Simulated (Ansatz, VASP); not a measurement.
Ge5Pt in VASP and in Ansatz

```xyz
6
Lattice="5.0658 0.0000 0.0000 -2.5329 4.3871 0.0000 0.0000 0.0000 5.4453" Properties=species:S:1:pos:R:3 pbc="T T T"
Ge    0.0000    2.9247    0.0000
Ge    2.5329    1.4624    0.0000
Ge    2.5329    0.0000    2.7227
Ge    1.2664    2.1935    2.7227
Ge   -1.2664    2.1935    2.7227
Pt    0.0000    0.0000    0.0000
```

Change from the starting cell: species swapped into the SmCu5 type (P6/mmm, No. 191).

Alike in both runs: functional PBE; k mesh 12 × 12 × 8; occupations gaussian, width 0.1 eV; no spin polarisation.

Ansatz relaxed the structure, and its values are those at the end. VASP's run is a single point on that final structure, the one shown.

|  | VASP | Ansatz |
| --- | --- | --- |
| version | VASP 6.6.1 | Ansatz 0.2.0 |
| potentials or method | VASP PAW PBE potentials, release 64 (Ge_d, Pt), cutoff 520 eV | scalar-relativistic, plane waves, PAW |
| valence electrons in the cell | 80 | 88 |

|  | VASP | Ansatz | Ansatz less VASP |
| --- | --- | --- | --- |
| gap on the k mesh at the Fermi level (eV) | none | none | - |
| pressure (GPa) | 0.0 | 0.0 | +0.01 |

A gap of «none» marks a metal or a gap that the smearing closes. The functional is the same, so the differences come from potentials, cutoffs and numerics. VASP's potentials hold 80 valence electrons a cell and Ansatz's 88, so a difference there can come from the potentials and not from the codes.

Neither program's run includes spin-orbit coupling.
